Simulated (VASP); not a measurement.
A run of VASP 6.6.1 is set up as follows.

INCAR

```
SYSTEM = SiC
PREC = Accurate ; ENCUT = 520
EDIFF = 1E-6 ; ISMEAR = 0
SIGMA = 0.05 ; LREAL = .FALSE.
LASPH = .TRUE. ; NELM = 80
ALGO = Normal ; ISIF = 2
LWAVE = .FALSE. ; LCHARG = .FALSE.
GGA = PE ; NBANDS = 31
```

The input KPOINTS:

```
regular mesh
0
G
  1 1 6
  0 0 0
```

File POSCAR:

```
SiC
1.0
   15.2000000000      0.0000000000      0.0000000000
    0.0000000000      9.3000000000      0.0000000000
    0.0000000000      0.0000000000      5.3843263695
Si C
5 5
Direct
    0.6786914859      0.5000000000      0.3817865134
    0.5000000000      0.5000000000      0.3206029079
    0.6074259826      0.5000000000      0.8078508376
    0.3213085141      0.5000000000      0.3817865134
    0.3925740174      0.5000000000      0.8078508376
    0.6008451777      0.5000000000      0.1429026683
    0.7155839849      0.5000000000      0.6798675514
    0.3991548223      0.5000000000      0.1429026683
    0.5000000000      0.5000000000      0.6545819506
    0.2844160151      0.5000000000      0.6798675514
```

Potentials or basis: VASP PAW PBE potentials, release 64 (Si, C).

The run is started by

```sh
$ cat potpaw_PBE.64/Si/POTCAR potpaw_PBE.64/C/POTCAR > POTCAR
$ mpirun -np 1 vasp_std > vasp.out
```

Question: What does it give for the band gap on the k mesh?

Answer: 1.33 eV (least direct gap 1.50 eV).

Question: Predict the largest force.

Answer: 0.039 eV/Å.

Forces in eV/Å, atoms in the order of the input:
```
Si  -0.017  0.000 -0.026
Si   0.000  0.000 -0.004
Si  -0.012  0.000  0.010
Si   0.017  0.000 -0.026
Si   0.012  0.000  0.010
C    0.001  0.000 -0.018
C    0.020  0.000  0.033
C   -0.001  0.000 -0.018
C    0.000  0.000  0.005
C   -0.020  0.000  0.033
```
